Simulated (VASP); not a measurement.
Write the native input for VASP 6.6.1 that does the following.

| Property | Result |
| --- | --- |
| Task | single point |
| Functional | PBE |
| Potentials or basis | VASP PAW PBE potentials, release 64 (Zn, O) |
| Cutoff | 520 eV |
| k mesh | 8 × 8 × 8 |
| Occupations | gaussian, width 0.02 eV |
| Spin | no spin polarisation |
| Dipole correction | no |
| Further INCAR settings | ALGO = Normal; EDIFF = 1e-06; NBANDS = 66 |

The structure of ZnO lies in POSCAR:

```
ZnO
1.0
   -3.2849053426      3.2849053426      3.2849053426
    3.2849053426     -3.2849053426      3.2849053426
    3.2849053426      3.2849053426     -3.2849053426
Zn O
6 6
Direct
    0.1250000000      0.7500000000      0.8750000000
    0.6250000000      0.3750000000      0.2500000000
    0.7500000000      0.8750000000      0.1250000000
    0.8750000000      0.1250000000      0.7500000000
    0.3750000000      0.2500000000      0.6250000000
    0.2500000000      0.6250000000      0.3750000000
    0.7500000000      0.3750000000      0.6250000000
    0.1250000000      0.8750000000      0.2500000000
    0.2500000000      0.1250000000      0.8750000000
    0.3750000000      0.6250000000      0.7500000000
    0.8750000000      0.2500000000      0.1250000000
    0.6250000000      0.7500000000      0.3750000000
```

The cell was built from a structure type or drawn by symmetry, and may not be a known phase.

These files were run (other wordings do the same):

INCAR

```
SYSTEM = ZnO
PREC     = Accurate       ! precision mode
ENCUT    = 520            ! plane-wave cutoff, eV
EDIFF    = 1E-6           ! SCF threshold, eV
ISMEAR   = 0              ! smearing method
SIGMA    = 0.02           ! smearing width, eV
LREAL    = .False.        ! projectors in reciprocal space
LASPH    = .True.         ! aspherical terms in the spheres
NELM     = 80             ! most SCF steps
ALGO     = Normal         ! electronic algorithm
ISIF     = 2              ! what is computed and relaxed
LWAVE    = .False.        ! write WAVECAR
LCHARG   = .True.         ! write CHGCAR
GGA      = PE             ! functional
LELF     = .True.         ! ELF
LVHAR    = .True.       
NBANDS   = 66             ! bands
```

KPOINTS

```
Automatic mesh
0
Gamma
  8 8 8
  0 0 0
```

Potentials or basis: VASP PAW PBE potentials, release 64 (Zn, O).

Run with:

```console
$ cat potpaw_PBE.64/Zn/POTCAR potpaw_PBE.64/O/POTCAR > POTCAR
$ mpirun -np 1 vasp_std > vasp.out
```

It gave:

The pressure is 0.9 GPa and the band gap on the k mesh is 0.43 eV.

It took 2.7 min on 1 thread of Intel(R) Xeon(R) 6975P-C (Granite Rapids) (shared host), peak memory 0.37 GiB.
